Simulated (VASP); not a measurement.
# Cr (Fm-3m) in VASP: a series of runs, part 3 of 3

VASP 6.6.1. The steps go on from the part before.

## (5) Single point, PBEsol, collinear spin, ferromagnetic start (11.00 Å³/atom)

This run uses another cell than the first one, of 11.00 Å³/atom.

Input file INCAR:

```
SYSTEM = Cr
  ALGO = Normal
  EDIFF = 1E-7
  ENCUT = 520
  GGA = PS
  ISIF = 2
  ISMEAR = -1
  ISPIN = 2
  LASPH = .TRUE.
  LCHARG = .TRUE.
  LELF = .TRUE.
  LMAXMIX = 4
  LORBIT = 11
  LREAL = .FALSE.
  LVHAR = .TRUE.
  LWAVE = .FALSE.
  MAGMOM = 1.5
  NBANDS = 16
  NELM = 150
  PREC = Accurate
  SIGMA = 0.05
```

Input file KPOINTS:

```
k-points
0
G
  17 17 17
  0 0 0
```

Input file POSCAR:

```
Cr
1.0
    0.0000000000      1.7650911384      1.7650911384
    1.7650911384      0.0000000000      1.7650911384
    1.7650911384      1.7650911384      0.0000000000
Cr
1
Direct
    0.0000000000      0.0000000000      0.0000000000
```

Potentials or basis: VASP PAW PBE potentials, release 64 (Cr_pv).

Command:

```console
> cat potpaw_PBE.64/Cr_pv/POTCAR > POTCAR
> mpirun -np 1 vasp_std > vasp.out
```

OUTCAR:

```text
SYSTEM = Cr
   EDIFF = 1E-7
   ENCUT = 520
   GGA = PS
   ISIF = 2
   ISMEAR = -1
   ISPIN = 2
   LASPH = .TRUE.
   LORBIT = 11
   LREAL = .FALSE.
   NELM = 150
   PREC = Accurate

 ion  position               nearest neighbor table
   1  0.000  0.000  0.000-

  LATTYP: Found a face centered cubic cell.
 ALAT       =     3.5301822768

  Lattice vectors:

 A1 = (   0.0000000000,   1.7650911384,   1.7650911384)
 A2 = (   1.7650911384,   0.0000000000,   1.7650911384)
 A3 = (   1.7650911384,   1.7650911384,   0.0000000000)

Analysis of symmetry for initial positions (statically):
=====================================================================
 Subroutine PRICEL returns:
 Original cell was already a primitive cell.

 Routine SETGRP: Setting up the symmetry group for a
 face centered cubic supercell.

 Subroutine GETGRP returns: Found 48 space group operations
 (whereof 48 operations were pure point group operations)
 out of a pool of 48 trial point group operations.

The static configuration has the point symmetry O_h .

Analysis of symmetry for dynamics (positions and initial velocities):
=====================================================================
 Subroutine PRICEL returns:
 Original cell was already a primitive cell.

 Routine SETGRP: Setting up the symmetry group for a
 face centered cubic supercell.

 Subroutine GETGRP returns: Found 48 space group operations
 (whereof 48 operations were pure point group operations)
 out of a pool of 48 trial point group operations.

The dynamic configuration has the point symmetry O_h .

Analysis of structural, dynamic, and magnetic symmetry:
=====================================================================
 Subroutine PRICEL returns:
 Original cell was already a primitive cell.

 Routine SETGRP: Setting up the symmetry group for a
[... 134 lines left out ...]
   LRPA    =     F    only Hartree local field effects (RPA)
 spin polarized calculation
  energy-cutoff  :      520.00
  volume of cell :       11.00
 maximum number of plane-waves:       307
   NGX =  9   NGY =  9   NGZ =  9

 number of electron      11.9999992 magnetization      -0.0005475

 number of electron      11.9999992 magnetization       0.0001593

 Free energy of the ion-electron system (eV)
  ---------------------------------------------------
  ext. energy  EPLUGINS =         0.00000000
  ---------------------------------------------------
  free energy    TOTEN  =        -9.82625429 eV

  energy without entropy =       -9.81249896  energy(sigma->0) =       -9.81937663

 E-fermi :  11.2595     XC(G=0): -14.1084

 val. band max:       11.2594488579   @ k =   0.3529   0.1176   0.0588
 cond. band min:      11.2595834877   @ k =   0.3529   0.1176   0.0588
 fundamental gap:      0.0001346298
 Fermi energy:        11.2595003117

 spin component 1

 k-point     1 :       0.0000    0.0000    0.0000
  band No.  band energies     occupation
      1     -30.8056      1.00000
      2     -30.8056      1.00000
      3     -30.8056      1.00000
      4       3.4887      1.00000
      5      10.7782      0.99993
      6      10.7782      0.99993
[... 435 lines left out ...]
      5      10.3388      1.00000
      6      11.0627      0.98084
[... 8 lines left out ...]
     15      41.5986      0.00000
     16      43.8740      0.00000

 [... further k-points ...]

 spin component 2

 k-point     1 :       0.0000    0.0000    0.0000
  band No.  band energies     occupation
      1     -30.8055      1.00000
      2     -30.8055      1.00000
      3     -30.8055      1.00000
      4       3.4887      1.00000
      5      10.7784      0.99993
      6      10.7784      0.99993
[... 435 lines left out ...]
      5      10.3389      1.00000
      6      11.0629      0.98079
[... 8 lines left out ...]
     15      41.5987      0.00000
     16      43.8741      0.00000

 [... further k-points ...]

------------------------ aborting loop because EDIFF is reached ----------------------------------------

  FORCE on cell =-STRESS in cart. coord.  units (eV):
  Direction    XX          YY          ZZ          XY          YZ          ZX
  --------------------------------------------------------------------------------------
  -------------------------------------------------------------------------------------
  Total        0.7475604      0.7475604      0.7475604     -0.0000000     -0.0000000      0.0000000
  in kB      108.8993936    108.8993936    108.8993936     -0.0000000     -0.0000000      0.0000000
  external PRESSURE =     108.8993936 kB  Pullay stress =       0.0000000 kB

 VOLUME and BASIS-vectors are now :
 -----------------------------------------------------------------------------
  energy-cutoff  :      520.00
  volume of cell :       11.00
      direct lattice vectors                 reciprocal lattice vectors
     0.000000000  1.765091138  1.765091138    -0.283271492  0.283271492  0.283271492
     1.765091138  0.000000000  1.765091138     0.283271492 -0.283271492  0.283271492
     1.765091138  1.765091138  0.000000000     0.283271492  0.283271492 -0.283271492

 POSITION                                       TOTAL-FORCE (eV/Angst)
 -----------------------------------------------------------------------------------
      0.00000      0.00000      0.00000         0.000000      0.000000      0.000000
 -----------------------------------------------------------------------------------
    total drift:                                0.000000     -0.000000     -0.000000

  FREE ENERGIE OF THE ION-ELECTRON SYSTEM (eV)
  ---------------------------------------------------
  free  energy   TOTEN  =        -9.8262542892 eV

  energy  without entropy=       -9.8124989619  energy(sigma->0) =       -9.81937663

 total charge

# of ion       s       p       d       tot
------------------------------------------
    1        0.459   6.421   4.300  11.181

 magnetization (x)

# of ion       s       p       d       tot
------------------------------------------
    1       -0.000   0.000   0.000   0.000
```

stdout:

```text
POSCAR found type information on POSCAR Cr
 POSCAR found :  1 types and       1 ions
 scaLAPACK will be used
 -----------------------------------------------------------------------------
|                                                                             |
|                                                                             |
|     You enforced a specific xc type in the INCAR file but a different       |
|     I HOPE YOU KNOW WHAT YOU ARE DOING!                                     |
|                                                                             |
 -----------------------------------------------------------------------------

 LDA part: xc-table for (Slater+PW92), standard interpolation
 POSCAR, INCAR and KPOINTS ok, starting setup
 FFT: planning ... GRIDC
 FFT: planning ... GRID_SOFT
 FFT: planning ... GRID
 WAVECAR not read
 entering main loop
```

Run time: 26 s. Hardware: 1 thread of Intel Xeon 6975P-C (Granite Rapids), shared host; peak memory 0.16 GiB.

What came out:

```
Free energy                                           : -9.8263 eV
Pressure                                              : 10.9 GPa
Band gap on the k mesh                                : zero (filled and empty bands overlap)
Net moment                                            : 0.00 μB per cell
Valence electrons inside the program's atomic spheres : Cr 11.18
```

Caveat: the cell stands under pressure; an empty level that is flat over the whole mesh can mark a ghost state of the potentials, or a narrow d or f band; the PAW data sets were made with another functional, which shifts forces and pressure a little.

## (6) Single point, PBEsol, collinear spin, ferromagnetic start (11.46 Å³/atom)

Input file INCAR:

```
PREC = Accurate ; ENCUT = 520
EDIFF = 1E-6 ; ISMEAR = -1
SIGMA = 0.05 ; LREAL = False
LASPH = True ; NELM = 150
ALGO = Normal ; ISIF = 2
LWAVE = False ; LCHARG = False
ISPIN = 2 ; MAGMOM = 1.5
LORBIT = 11 ; LMAXMIX = 4
GGA = PS ; NBANDS = 16
```

Input file KPOINTS:

```
regular mesh
0
Gamma
  17 17 17
```

Input file POSCAR:

```
Cr
1.0
    0.0000000000      1.7892734741      1.7892734741
    1.7892734741      0.0000000000      1.7892734741
    1.7892734741      1.7892734741      0.0000000000
Cr
1
Direct
    0.0000000000      0.0000000000      0.0000000000
```

Potentials or basis: VASP PAW PBE potentials, release 64 (Cr_pv).

Command:

```console
> cat potpaw_PBE.64/Cr_pv/POTCAR > POTCAR
> mpirun -np 1 vasp_std > vasp.out
```

It took 24 s on 1 thread of Intel Xeon 6975P-C (Granite Rapids), shared host; peak memory 0.16 GiB.

It converged, with:

```
Free energy                                           : -9.8406 eV
Pressure                                              : -0.6 GPa
Band gap on the k mesh                                : zero (filled and empty bands overlap)
Net moment                                            : 0.00 μB per cell
Valence electrons inside the program's atomic spheres : Cr 11.09
```

Levels at points of the mesh, in eV from the Fermi level:
Spin up:
```tsv
k point	band 3	band 4	band 5	band 6	band 7	band 8	band 9	band 10
(0.00, 0.00, 0.00)	-42.15	-7.64	-0.45	-0.45	-0.45	1.38	1.38	7.55
```
Spin down:
| k point | band 2 | band 3 | band 4 | band 5 | band 6 | band 7 | band 8 | band 9 | band 10 | band 11 |
| --- | --- | --- | --- | --- | --- | --- | --- | --- | --- | --- |
| (0.00, 0.00, 0.00) | -42.15 | -42.15 | -7.64 | -0.45 | -0.45 | -0.45 | 1.38 | 1.38 | 7.55 | 20.04 |

Caveat: an empty level that is flat over the whole mesh can mark a ghost state of the potentials, or a narrow d or f band; the PAW data sets were made with another functional, which shifts forces and pressure a little.
